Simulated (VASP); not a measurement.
**HgTe: electric field gradients with LDA**

HgTe:

```
CELL_PARAMETERS angstrom
0.00000 3.26592 3.26592
3.26592 0.00000 3.26592
3.26592 3.26592 0.00000
ATOMIC_POSITIONS crystal
Hg 0.00000 0.00000 0.00000
Te 0.75000 0.75000 0.75000
```

This cell differs from its parent crystal: functional lda, volume scaled by 1.04.

- Program: VASP 6.6.1
- Task: electric field gradients
- Functional: LDA
- Potentials or basis: VASP PAW LDA potentials, release 64 (Hg, Te)
- Cutoff: 520 eV
- k mesh: 11 × 11 × 11
- Occupations: fermi-dirac, width 0.03 eV
- Spin: no spin polarisation
- Dipole correction: no
- Further INCAR settings: ALGO = Normal; EDIFF = 1e-08; NBANDS = 16

```json
{
  "Pressure": "-1.7 GPa",
  "Band gap on the k mesh": "zero (filled and empty bands touch)"
}
```

Levels at points of the mesh, in eV from the Fermi level:
```tsv
k point	band 6	band 7	band 8	band 9	band 10	band 11	band 12	band 13
(0.00, 0.00, 0.00)	-6.73	-0.98	-0.04	-0.04	-0.04	4.18	4.18	4.18
```

It took 82 s on 1 thread of AMD EPYC 7R13 Processor (Zen 3), with other jobs on the host, peak memory 0.18 GiB.

Caveat: without QUAD_EFG the Cq values of the log hold for a quadrupole moment of 1 mb, not for the nuclei; spin-orbit coupling is left out, which moves the levels of the heavy elements.
